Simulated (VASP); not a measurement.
# Ti2H3 (P4_2/mcm) in VASP: single point with PBEsol

Aim: the single point of Ti2H3 with PBEsol.

All numbers are computed with VASP 6.6.1; they aren't measurements. Logs are shortened: lines on timing, memory, paths and dates and some standing lists are left out, and cuts for length are marked.

## (1) The cell of the first run

Symmetry: P4_2/mcm, No. 132, tetragonal system. The conventional cell has a = 4.343 Å, b = 4.343 Å, c = 4.386 Å, α = 90.00°, β = 90.00°, γ = 90.00°. Within 2.5 Å of Ti (site symmetry m2m) lie 6 H at 1.89 to 1.95 Å. Within 2.5 Å of H (site symmetry 222) lie 4 Ti at 1.89 Å and 4 H at 2.17 to 2.19 Å. H (site symmetry -42m) has 4 Ti at 1.95 Å and 6 H at 2.17 to 2.19 Å within 2.6 Å.

## (2) Single point, PBEsol

Contents of INCAR:

```
PREC     = Accurate       # precision mode
ENCUT    = 520            # plane-wave cutoff, eV
EDIFF    = 1E-6           # SCF threshold, eV
ISMEAR   = 1              # smearing method
SIGMA    = 0.1            # smearing width, eV
LREAL    = F              # projectors in reciprocal space
LASPH    = T              # aspherical terms in the spheres
NELM     = 60             # most SCF steps
ALGO     = Normal         # electronic algorithm
ISIF     = 2              # what is computed and relaxed
LWAVE    = F              # write WAVECAR
LCHARG   = F              # write CHGCAR
GGA      = PS             # functional
NBANDS   = 38             # bands
```

Contents of KPOINTS:

```
Automatic mesh
0
Gamma
  5 5 5
```

Contents of POSCAR:

```
Ti2H3
1.0
    4.3428480000      0.0000000000      0.0000000000
    0.0000000000      4.3428480000      0.0000000000
    0.0000000000      0.0000000000      4.3858920000
Ti H
4 6
Direct
    0.7381010000      0.2618990000      0.0000000000
    0.2618990000      0.7381010000      0.0000000000
    0.2618990000      0.2618990000      0.5000000000
    0.7381010000      0.7381010000      0.5000000000
    0.5000000000      0.0000000000      0.7500000000
    0.5000000000      0.0000000000      0.2500000000
    0.0000000000      0.5000000000      0.7500000000
    0.0000000000      0.5000000000      0.2500000000
    0.0000000000      0.0000000000      0.7500000000
    0.0000000000      0.0000000000      0.2500000000
```

Potentials or basis: VASP PAW PBE potentials, release 64 (Ti_sv, H).

Run with:

```sh
$ cat potpaw_PBE.64/Ti_sv/POTCAR potpaw_PBE.64/H/POTCAR > POTCAR
$ mpirun -np 1 vasp_std > vasp.out
```

OUTCAR:

```text
PREC = Accurate
   ENCUT = 520
   EDIFF = 1E-6
   ISMEAR = 1
   LREAL = F
   LASPH = T
   NELM = 60
   ISIF = 2
   GGA = PS

 ion  position               nearest neighbor table
   1  0.738  0.262  0.000-   5 1.89   6 1.89   7 1.89   8 1.89
   2  0.262  0.738  0.000-   5 1.89   6 1.89   7 1.89   8 1.89
   3  0.262  0.262  0.500-   5 1.89   6 1.89   7 1.89   8 1.89
   4  0.738  0.738  0.500-   5 1.89   6 1.89   7 1.89   8 1.89
   5  0.500  0.000  0.750-   1 1.89   2 1.89   3 1.89   4 1.89
   6  0.500  0.000  0.250-   1 1.89   2 1.89   3 1.89   4 1.89
   7  0.000  0.500  0.750-   1 1.89   2 1.89   3 1.89   4 1.89
   8  0.000  0.500  0.250-   1 1.89   2 1.89   3 1.89   4 1.89
   9  0.000  0.000  0.750-
  10  0.000  0.000  0.250-

  LATTYP: Found a simple tetragonal cell.
 ALAT       =     4.3428480000
 C/A-ratio  =     1.0099114682

  Lattice vectors:

 A1 = (   4.3428480000,   0.0000000000,   0.0000000000)
 A2 = (   0.0000000000,   4.3428480000,   0.0000000000)
 A3 = (   0.0000000000,   0.0000000000,   4.3858920000)

Analysis of symmetry for initial positions (statically):
=====================================================================
 Subroutine PRICEL returns:
 Original cell was already a primitive cell.

 Routine SETGRP: Setting up the symmetry group for a
 simple tetragonal supercell.

 Subroutine GETGRP returns: Found 16 space group operations
 (whereof  8 operations were pure point group operations)
 out of a pool of 16 trial point group operations.

The static configuration has the point symmetry D_2h.
 The point group associated with its full space group is D_4h.

Analysis of symmetry for dynamics (positions and initial velocities):
=====================================================================
 Subroutine PRICEL returns:
 Original cell was already a primitive cell.

 Routine SETGRP: Setting up the symmetry group for a
 simple tetragonal supercell.

 Subroutine GETGRP returns: Found 16 space group operations
 (whereof  8 operations were pure point group operations)
 out of a pool of 16 trial point group operations.

The dynamic configuration has the point symmetry D_2h.
 The point group associated with its full space group is D_4h.

 Subroutine INISYM returns: Found 16 space group operations
 (whereof  8 operations are pure point group operations),
 and found     1 'primitive' translations

----------------------------------------------------------------------------------------
[... 110 lines left out ...]
   POTIM  = 0.5000    time-step for ionic-motion
   TEBEG  =    0.0;   TEEND  =   0.0 temperature during run
   PSTRESS=    0.0 pullay stress
   NELECT =      54.0000    total number of electrons
   NUPDOWN=      -1.0000    fix difference up-down
   EMIN   =  10.00;   EMAX   =-10.00  energy-range for DOS
   EFERMI =   0.00;   METHOD = LEGACY
   ISMEAR =     1;   SIGMA  =   0.10  broadening in eV -4-tet -1-fermi 0-gaus
   EFERMI_NEDOS =   21; number of points for ismear=-14 and -15
   IALGO  =     38    algorithm
   IMIX   =      4    mixing-type and parameters
     AMIX     =   0.40;   BMIX     =  1.00
     AMIX_MAG =   1.60;   BMIX_MAG =  1.00
  volume/ion in A,a.u.               =       8.27        55.82
  Fermi-wavevector in a.u.,A,eV,Ry     =   1.420159  2.683712 27.440938  2.016852
  Thomas-Fermi vector in A             =   2.541104
   LORBIT       =      0    0 simple, 1 ext, 2 COOP (PROOUT), +10 PAW based schemes
   GGA     = PS    functional components
   LHFCALC =     F    Hartree Fock is set to
   AEXX    =    0.0000 exact exchange contribution
   IVDW    =     0    specifies the selected vdW correction
   LEPSILON=     F    determine dielectric tensor
   LRPA    =     F    only Hartree local field effects (RPA)
 non-spin polarized calculation
 Methfessel and Paxton  Order N= 1 SIGMA  =   0.10
  energy-cutoff  :      520.00
  volume of cell :       82.72
 maximum number of plane-waves:      2246
   NGX = 17   NGY = 17   NGZ = 17

 number of electron      53.9999999 magnetization

 Free energy of the ion-electron system (eV)
  ---------------------------------------------------
  ext. energy  EPLUGINS =         0.00000000
  ---------------------------------------------------
  free energy    TOTEN  =       -58.11817834 eV

  energy without entropy =      -58.11947231  energy(sigma->0) =      -58.11860966

 E-fermi :   7.4893     XC(G=0): -11.6832

 val. band max:        7.4578400653   @ k =   0.4000   0.4000   0.0000
 cond. band min:       7.5488834604   @ k =   0.0000   0.0000   0.0000
 fundamental gap:      0.0910433951
 Fermi energy:         7.4892657446

 k-point     1 :       0.0000    0.0000    0.0000
  band No.  band energies     occupation
      1     -49.3563      2.00000
      2     -49.2657      2.00000
      3     -49.2615      2.00000
      4     -49.2615      2.00000
      5     -26.0050      2.00000
      6     -25.9096      2.00000
[... 727 lines left out ...]
     37      10.1343      0.00000
     38      10.2275      0.00000

------------------------ aborting loop because EDIFF is reached ----------------------------------------

  FORCE on cell =-STRESS in cart. coord.  units (eV):
  Direction    XX          YY          ZZ          XY          YZ          ZX
  --------------------------------------------------------------------------------------
  -------------------------------------------------------------------------------------
  Total       -1.7016852     -1.7016852     -1.5274904     -0.0000000      0.0000000      0.0000000
  in kB      -32.9596515    -32.9596515    -29.5857028     -0.0000000      0.0000000      0.0000000
  external PRESSURE =     -31.8350020 kB  Pullay stress =       0.0000000 kB

 VOLUME and BASIS-vectors are now :
 -----------------------------------------------------------------------------
  energy-cutoff  :      520.00
  volume of cell :       82.72
      direct lattice vectors                 reciprocal lattice vectors
     4.342848000  0.000000000  0.000000000     0.230263643  0.000000000  0.000000000
     0.000000000  4.342848000  0.000000000     0.000000000  0.230263643  0.000000000
     0.000000000  0.000000000  4.385892000     0.000000000  0.000000000  0.228003790

 POSITION                                       TOTAL-FORCE (eV/Angst)
 -----------------------------------------------------------------------------------
      3.20546      1.13739      0.00000         0.038998     -0.038998     -0.000000
      1.13739      3.20546      0.00000        -0.038998      0.038998     -0.000000
      1.13739      1.13739      2.19295        -0.038998     -0.038998     -0.000000
      3.20546      3.20546      2.19295         0.038998      0.038998      0.000000
      2.17142      0.00000      3.28942        -0.000000      0.000000     -0.000000
      2.17142      0.00000      1.09647        -0.000000      0.000000     -0.000000
      0.00000      2.17142      3.28942        -0.000000      0.000000     -0.000000
      0.00000      2.17142      1.09647        -0.000000      0.000000     -0.000000
      0.00000      0.00000      3.28942        -0.000000      0.000000     -0.000000
      0.00000      0.00000      1.09647        -0.000000     -0.000000     -0.000000
 -----------------------------------------------------------------------------------
    total drift:                                0.000000     -0.000000     -0.000000

  FREE ENERGIE OF THE ION-ELECTRON SYSTEM (eV)
  ---------------------------------------------------
  free  energy   TOTEN  =       -58.1181783420 eV

  energy  without entropy=      -58.1194723085  energy(sigma->0) =      -58.11860966
```

OSZICAR:

```text
N       E                     dE             d eps       ncg     rms          rms(c)
DAV:   1     0.699159178469E+03    0.69916E+03   -0.26728E+04  1368   0.173E+03
DAV:   2     0.245878548653E+02   -0.67457E+03   -0.65741E+03  1368   0.536E+02
DAV:   3    -0.574333276104E+02   -0.82021E+02   -0.80314E+02  2134   0.169E+02
DAV:   4    -0.670136127458E+02   -0.95803E+01   -0.95522E+01  1918   0.509E+01
DAV:   5    -0.674731909030E+02   -0.45958E+00   -0.45940E+00  2140   0.102E+01    0.256E+01
DAV:   6    -0.582917058490E+02    0.91815E+01   -0.34197E+01  1686   0.433E+01    0.551E+00
DAV:   7    -0.581237351738E+02    0.16797E+00   -0.46455E+00  1948   0.911E+00    0.306E+00
DAV:   8    -0.581215991284E+02    0.21360E-02   -0.65344E-01  1696   0.609E+00    0.158E+00
DAV:   9    -0.581197019561E+02    0.18972E-02   -0.17998E-01  1722   0.229E+00    0.373E-01
DAV:  10    -0.581180396250E+02    0.16623E-02   -0.17271E-02  1944   0.659E-01    0.241E-01
DAV:  11    -0.581182033154E+02   -0.16369E-03   -0.14156E-03  1830   0.259E-01    0.574E-02
DAV:  12    -0.581181792697E+02    0.24046E-04   -0.20375E-04  2030   0.788E-02    0.927E-03
DAV:  13    -0.581181783420E+02    0.92764E-06   -0.59021E-06  1592   0.161E-02
   1 F= -.58118178E+02 E0= -.58118610E+02  d E =0.129397E-02
```

Wall time 49 s (1 thread of Intel Xeon Platinum 8259CL at 2.50GHz (Skylake/Cascade Lake), shared host); peak memory 0.2 GiB.

Results:

| Property | Result |
| --- | --- |
| Free energy | -58.1182 eV |
| Pressure | -3.2 GPa |
| Largest force | 0.055 eV/Å |
| Band gap on the k mesh | zero (bands 27 and 28 overlap by 0.10 eV) |

Forces on the atoms (eV/Å):
```
Ti   0.039 -0.039  0.000
Ti  -0.039  0.039  0.000
Ti  -0.039 -0.039  0.000
Ti   0.039  0.039  0.000
H    0.000  0.000  0.000
H    0.000  0.000  0.000
H    0.000  0.000  0.000
H    0.000  0.000  0.000
H    0.000  0.000  0.000
H    0.000  0.000  0.000
```

Levels at points of the mesh, in eV from the Fermi level:
```csv
k point,band 24,band 25,band 26,band 27,band 28,band 29,band 30,band 31
"(0.00, 0.00, 0.00)",-2.74,-2.57,-0.09,0.06,0.12,0.12,1.80,1.90
```

Caveat: the cell stands under tension; the PAW data sets were made with another functional, which shifts forces and pressure a little.

The gap in the log of VASP goes by the Fermi energy; the results here count the filled bands.